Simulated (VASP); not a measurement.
# Rh (I4/mmm) in VASP: a series of runs, part 2 of 2

VASP 6.6.1.

### 3 Single point, LDA

This run uses another cell than the first one, of 13.94 Å³/atom.

Contents of INCAR:

```
SYSTEM = Rh
  PREC = Accurate
  ENCUT = 520
  EDIFF = 1E-6
  ISMEAR = 0
  SIGMA = 0.15
  LREAL = .FALSE.
  LASPH = .TRUE.
  NELM = 60
  ALGO = Normal
  ISIF = 2
  LWAVE = .FALSE.
  LCHARG = .FALSE.
  GGA = CA
  NBANDS = 14
```

Contents of KPOINTS:

```
Automatic mesh
0
G
  20 20 20
  0 0 0
```

Contents of POSCAR:

```
Rh
1.0
    0.0000000000      1.9271521032      1.8770352617
    1.9271521032      0.0000000000      1.8770352617
    1.9271521032      1.9271521032      0.0000000000
Rh
1
Direct
    0.0000000000      0.0000000000      0.0000000000
```

Potentials or basis: VASP PAW LDA potentials, release 64 (Rh_pv).

Started as:

```bash
cat potpaw_LDA.64/Rh_pv/POTCAR > POTCAR
mpirun -np 1 vasp_std > vasp.out
```

OUTCAR:

```text
SYSTEM = Rh
   PREC = Accurate
   ENCUT = 520
   EDIFF = 1E-6
   ISMEAR = 0
   LREAL = .FALSE.
   LASPH = .TRUE.
   NELM = 60
   ISIF = 2
   GGA = CA

 ion  position               nearest neighbor table
   1  0.000  0.000  0.000-

  LATTYP: Found a body centered tetragonal cell.
 ALAT       =     2.7254046411
 C/A-ratio  =     1.3774360206

  Lattice vectors:

 A1 = (   0.0000000000,  -1.9271521032,  -1.8770352617)
 A2 = (   0.0000000000,   1.9271521032,  -1.8770352617)
 A3 = (   1.9271521032,   0.0000000000,   1.8770352617)

Analysis of symmetry for initial positions (statically):
=====================================================================
 Subroutine PRICEL returns:
 Original cell was already a primitive cell.

 Routine SETGRP: Setting up the symmetry group for a
 body centered tetragonal supercell.

 Subroutine GETGRP returns: Found 16 space group operations
 (whereof 16 operations were pure point group operations)
 out of a pool of 16 trial point group operations.

The static configuration has the point symmetry D_4h.

Analysis of symmetry for dynamics (positions and initial velocities):
=====================================================================
 Subroutine PRICEL returns:
 Original cell was already a primitive cell.

 Routine SETGRP: Setting up the symmetry group for a
 body centered tetragonal supercell.

 Subroutine GETGRP returns: Found 16 space group operations
 (whereof 16 operations were pure point group operations)
 out of a pool of 16 trial point group operations.

The dynamic configuration has the point symmetry D_4h.

 Subroutine INISYM returns: Found 16 space group operations
 (whereof 16 operations are pure point group operations),
 and found     1 'primitive' translations

----------------------------------------------------------------------------------------

                                     Primitive cell

  volume of cell :      13.9423

[... 112 lines left out ...]
   LHFCALC =     F    Hartree Fock is set to
   AEXX    =    0.0000 exact exchange contribution
   IVDW    =     0    specifies the selected vdW correction
   LEPSILON=     F    determine dielectric tensor
   LRPA    =     F    only Hartree local field effects (RPA)
 non-spin polarized calculation
 Gauss-broadening in eV      SIGMA  =   0.15
  energy-cutoff  :      520.00
  volume of cell :       13.94
 maximum number of plane-waves:       386
   NGX =  9   NGY =  9   NGZ = 11

 number of electron      15.0000003 magnetization

 Free energy of the ion-electron system (eV)
  ---------------------------------------------------
  ext. energy  EPLUGINS =         0.00000000
  ---------------------------------------------------
  free energy    TOTEN  =        -8.65595585 eV

  energy without entropy =       -8.64194951  energy(sigma->0) =       -8.64895268

 E-fermi :  11.4495     XC(G=0): -14.2627

 val. band max:       11.4491182350   @ k =   0.3500   0.1000   0.0000
 cond. band min:      11.4573008622   @ k =  -0.4500   0.1500   0.3000
 fundamental gap:      0.0081826272
 Fermi energy:        11.4494655498

 k-point     1 :       0.0000    0.0000    0.0000
  band No.  band energies     occupation
      1     -34.6936      2.00000
      2     -34.6936      2.00000
      3     -34.6778      2.00000
      4       3.5246      2.00000
      5       8.3203      2.00000
      6       8.3203      2.00000
      7       8.5948      2.00000
      8      10.3164      2.00000
      9      10.6520      2.00000
     10      27.4242      0.00000
     11      31.8399      0.00000
     12      32.4748      0.00000
     13      32.4748      0.00000
     14      33.2774      0.00000
[... 377 lines left out ...]
      1     -35.2785      2.00000
      2     -34.7830      2.00000
      3     -34.7742      2.00000
      4       5.6017      2.00000
      5       8.4260      2.00000
      6       8.6145      2.00000
      7       9.8506      2.00000
      8      11.2872      1.87396
      9      11.9508      0.00000
     10      22.6932      0.00000
     11      27.8165      0.00000
     12      31.8403      0.00000
     13      33.0551      0.00000
     14      34.3002      0.00000

 [... further k-points ...]

------------------------ aborting loop because EDIFF is reached ----------------------------------------

  FORCE on cell =-STRESS in cart. coord.  units (eV):
  Direction    XX          YY          ZZ          XY          YZ          ZX
  --------------------------------------------------------------------------------------
  -------------------------------------------------------------------------------------
  Total       -1.3727248     -1.3727248     -0.8509167      0.0000000      0.0000000      0.0000000
  in kB     -157.7464681   -157.7464681    -97.7829659      0.0000000      0.0000000      0.0000000
  external PRESSURE =    -137.7586340 kB  Pullay stress =       0.0000000 kB

 VOLUME and BASIS-vectors are now :
 -----------------------------------------------------------------------------
  energy-cutoff  :      520.00
  volume of cell :       13.94
      direct lattice vectors                 reciprocal lattice vectors
     0.000000000  1.927152103  1.877035262    -0.259450201  0.259450201  0.266377521
     1.927152103  0.000000000  1.877035262     0.259450201 -0.259450201  0.266377521
     1.927152103  1.927152103  0.000000000     0.259450201  0.259450201 -0.266377521

 POSITION                                       TOTAL-FORCE (eV/Angst)
 -----------------------------------------------------------------------------------
      0.00000      0.00000      0.00000        -0.000000      0.000000      0.000000
 -----------------------------------------------------------------------------------
    total drift:                                0.000000      0.000000      0.000000

  FREE ENERGIE OF THE ION-ELECTRON SYSTEM (eV)
  ---------------------------------------------------
  free  energy   TOTEN  =        -8.6559558451 eV

  energy  without entropy=       -8.6419495058  energy(sigma->0) =       -8.64895268
```

OSZICAR:

```text
N       E                     dE             d eps       ncg     rms          rms(c)
DAV:   1     0.119958750663E+03    0.11996E+03   -0.87852E+03 17984   0.114E+03
DAV:   2    -0.760646982836E+01   -0.12757E+03   -0.12180E+03 19724   0.341E+02
DAV:   3    -0.922862717738E+01   -0.16222E+01   -0.16190E+01 21542   0.422E+01
DAV:   4    -0.923472723332E+01   -0.61001E-02   -0.60997E-02 20560   0.266E+00
DAV:   5    -0.923478157729E+01   -0.54344E-04   -0.54343E-04 21278   0.222E-01    0.102E+01
DAV:   6    -0.867885446539E+01    0.55593E+00   -0.95001E-01 18998   0.134E+01    0.329E+00
DAV:   7    -0.866105215237E+01    0.17802E-01   -0.14337E-02 20522   0.136E+00    0.163E+00
DAV:   8    -0.865605435357E+01    0.49978E-02   -0.38500E-03 19478   0.858E-01    0.147E-01
DAV:   9    -0.865595007054E+01    0.10428E-03   -0.11506E-04 19280   0.148E-01    0.372E-02
DAV:  10    -0.865595587945E+01   -0.58089E-05   -0.27544E-06 20022   0.193E-02    0.151E-03
DAV:  11    -0.865595584512E+01    0.34330E-07   -0.12112E-07  9730   0.468E-03
   1 F= -.86559558E+01 E0= -.86489527E+01  d E =-.140063E-01
```

stdout:

```text
POSCAR found type information on POSCAR Rh
 POSCAR found :  1 types and       1 ions
 scaLAPACK will be used
 LDA part: xc-table for (Slater(with rela. corr.)+CA(PZ))
 , standard interpolation
 POSCAR, INCAR and KPOINTS ok, starting setup
 FFT: planning ... GRIDC
 FFT: planning ... GRID_SOFT
 FFT: planning ... GRID
 WAVECAR not read
 entering main loop
```

Wall time 62 s (1 thread of Intel Xeon Platinum 8259CL at 2.50GHz (Skylake/Cascade Lake), shared host); peak memory 0.21 GiB.

Results:

```yaml
Free_energy: -8.6560 eV
Pressure: -13.8 GPa
Band_gap_on_the_k_mesh: zero (an odd number of electrons rules out a gap without spin polarisation)
```

Stress tensor (GPa, compression positive):
```
-15.77   0.00   0.00
  0.00 -15.77   0.00
  0.00   0.00  -9.78
```

Caveat: the cell stands under tension.

### 4 Single point, LDA

This run uses another cell than the first one, of 14.31 Å³/atom.

Contents of INCAR:

```
PREC = Accurate
ENCUT = 520
EDIFF = 1E-6
ISMEAR = 0
SIGMA = 0.15
LREAL = F
LASPH = T
NELM = 60
ALGO = Normal
ISIF = 2
LWAVE = F
LCHARG = F
GGA = CA
NBANDS = 14
```

Contents of KPOINTS:

```
Automatic mesh
0
Gamma
  20 20 20
```

Contents of POSCAR:

```
Rh
1.0
    0.0000000000      1.9521166722      1.8770352617
    1.9521166722      0.0000000000      1.8770352617
    1.9521166722      1.9521166722      0.0000000000
Rh
1
Direct
    0.0000000000      0.0000000000      0.0000000000
```

Potentials or basis: VASP PAW LDA potentials, release 64 (Rh_pv).

Started as:

```bash
cat potpaw_LDA.64/Rh_pv/POTCAR > POTCAR
mpirun -np 1 vasp_std > vasp.out
```

OUTCAR:

```text
PREC = Accurate
   ENCUT = 520
   EDIFF = 1E-6
   ISMEAR = 0
   LREAL = F
   LASPH = T
   NELM = 60
   ISIF = 2
   GGA = CA

 ion  position               nearest neighbor table
   1  0.000  0.000  0.000-

  LATTYP: Found a body centered tetragonal cell.
 ALAT       =     2.7607098732
 C/A-ratio  =     1.3598207330

  Lattice vectors:

 A1 = (   0.0000000000,  -1.9521166722,  -1.8770352617)
 A2 = (   0.0000000000,   1.9521166722,  -1.8770352617)
 A3 = (   1.9521166722,   0.0000000000,   1.8770352617)

Analysis of symmetry for initial positions (statically):
=====================================================================
 Subroutine PRICEL returns:
 Original cell was already a primitive cell.

 Routine SETGRP: Setting up the symmetry group for a
 body centered tetragonal supercell.

 Subroutine GETGRP returns: Found 16 space group operations
 (whereof 16 operations were pure point group operations)
 out of a pool of 16 trial point group operations.

The static configuration has the point symmetry D_4h.

Analysis of symmetry for dynamics (positions and initial velocities):
=====================================================================
 Subroutine PRICEL returns:
 Original cell was already a primitive cell.

 Routine SETGRP: Setting up the symmetry group for a
 body centered tetragonal supercell.

 Subroutine GETGRP returns: Found 16 space group operations
 (whereof 16 operations were pure point group operations)
 out of a pool of 16 trial point group operations.

The dynamic configuration has the point symmetry D_4h.

 Subroutine INISYM returns: Found 16 space group operations
 (whereof 16 operations are pure point group operations),
 and found     1 'primitive' translations

----------------------------------------------------------------------------------------

                                     Primitive cell

  volume of cell :      14.3059

  direct lattice vectors                    reciprocal lattice vectors
     0.000000000  1.952116672  1.877035262    -0.256132232  0.256132232  0.266377521
[... 113 lines left out ...]
   LEPSILON=     F    determine dielectric tensor
   LRPA    =     F    only Hartree local field effects (RPA)
 non-spin polarized calculation
 Gauss-broadening in eV      SIGMA  =   0.15
  energy-cutoff  :      520.00
  volume of cell :       14.31
 maximum number of plane-waves:       398
   NGX =  9   NGY =  9   NGZ = 11

 number of electron      14.9999999 magnetization

 Free energy of the ion-electron system (eV)
  ---------------------------------------------------
  ext. energy  EPLUGINS =         0.00000000
  ---------------------------------------------------
  free energy    TOTEN  =        -8.61292451 eV

  energy without entropy =       -8.59807291  energy(sigma->0) =       -8.60549871

 E-fermi :  10.9832     XC(G=0): -14.0999

 val. band max:       10.9790409851   @ k =  -0.3000   0.2500   0.1000
 cond. band min:      10.9854950979   @ k =   0.4000   0.0500   0.3000
 fundamental gap:      0.0064541127
 Fermi energy:        10.9832051307

 k-point     1 :       0.0000    0.0000    0.0000
  band No.  band energies     occupation
      1     -35.1151      2.00000
      2     -35.1151      2.00000
      3     -35.0928      2.00000
      4       3.2483      2.00000
      5       7.9407      2.00000
      6       7.9407      2.00000
      7       8.3310      2.00000
      8       9.8139      2.00000
      9      10.2887      2.00000
     10      26.9887      0.00000
     11      31.4490      0.00000
     12      31.7674      0.00000
     13      31.7674      0.00000
     14      32.9213      0.00000
[... 377 lines left out ...]
      1     -35.6462      2.00000
      2     -35.2024      2.00000
      3     -35.1792      2.00000
      4       5.3330      2.00000
      5       8.0184      2.00000
      6       8.3281      2.00000
      7       9.4496      2.00000
      8      10.8413      1.81915
      9      11.4441      0.00001
     10      22.0070      0.00000
     11      27.3128      0.00000
     12      31.4490      0.00000
     13      32.3910      0.00000
     14      33.4309      0.00000

 [... further k-points ...]

------------------------ aborting loop because EDIFF is reached ----------------------------------------

  FORCE on cell =-STRESS in cart. coord.  units (eV):
  Direction    XX          YY          ZZ          XY          YZ          ZX
  --------------------------------------------------------------------------------------
  -------------------------------------------------------------------------------------
  Total       -1.9823805     -1.9823805     -1.2523120      0.0000000     -0.0000000      0.0000000
  in kB     -222.0156759   -222.0156759   -140.2520295      0.0000000     -0.0000000      0.0000000
  external PRESSURE =    -194.7611271 kB  Pullay stress =       0.0000000 kB

 VOLUME and BASIS-vectors are now :
 -----------------------------------------------------------------------------
  energy-cutoff  :      520.00
  volume of cell :       14.31
      direct lattice vectors                 reciprocal lattice vectors
     0.000000000  1.952116672  1.877035262    -0.256132232  0.256132232  0.266377521
     1.952116672  0.000000000  1.877035262     0.256132232 -0.256132232  0.266377521
     1.952116672  1.952116672  0.000000000     0.256132232  0.256132232 -0.266377521

 POSITION                                       TOTAL-FORCE (eV/Angst)
 -----------------------------------------------------------------------------------
      0.00000      0.00000      0.00000         0.000000     -0.000000      0.000000
 -----------------------------------------------------------------------------------
    total drift:                                0.000000     -0.000000      0.000000

  FREE ENERGIE OF THE ION-ELECTRON SYSTEM (eV)
  ---------------------------------------------------
  free  energy   TOTEN  =        -8.6129245081 eV

  energy  without entropy=       -8.5980729061  energy(sigma->0) =       -8.60549871
```

It took 82 s on 1 thread of Intel Xeon Platinum 8259CL at 2.50GHz (Skylake/Cascade Lake), shared host; peak memory 0.22 GiB.

Results:

* Free energy: -8.6129 eV
* Pressure: -19.5 GPa
* Band gap on the k mesh: zero (an odd number of electrons rules out a gap without spin polarisation)

Stress tensor (GPa, compression positive):
```
-22.20   0.00   0.00
  0.00 -22.20   0.00
  0.00   0.00 -14.03
```

Caveat: the cell stands under tension.

### 5 Overview

| cell | gap on the mesh (eV) | pressure (GPa) |
| --- | --- | --- |
| a = 2.672, b = 2.672, c = 2.690 Å, angles 59.8, 59.8, 60.4°, 1 atom | none | -7.0 |
| a = 2.690, b = 2.690, c = 2.725 Å, angles 59.6, 59.6, 60.9°, 1 atom | none | -13.8 |
| a = 2.708, b = 2.708, c = 2.761 Å, angles 59.4, 59.4, 61.3°, 1 atom | none | -19.5 |

Alike in all rows: task single point; level LDA; potentials or basis VASP PAW LDA potentials, release 64 (Rh_pv); no spin polarisation; k mesh 20 × 20 × 20; cutoff (eV) 520; smearing gaussian 0.15 eV.

Caveats: the cell stands under tension.

Total energies depend on the potentials used, so only differences within one code and one set of settings carry meaning.
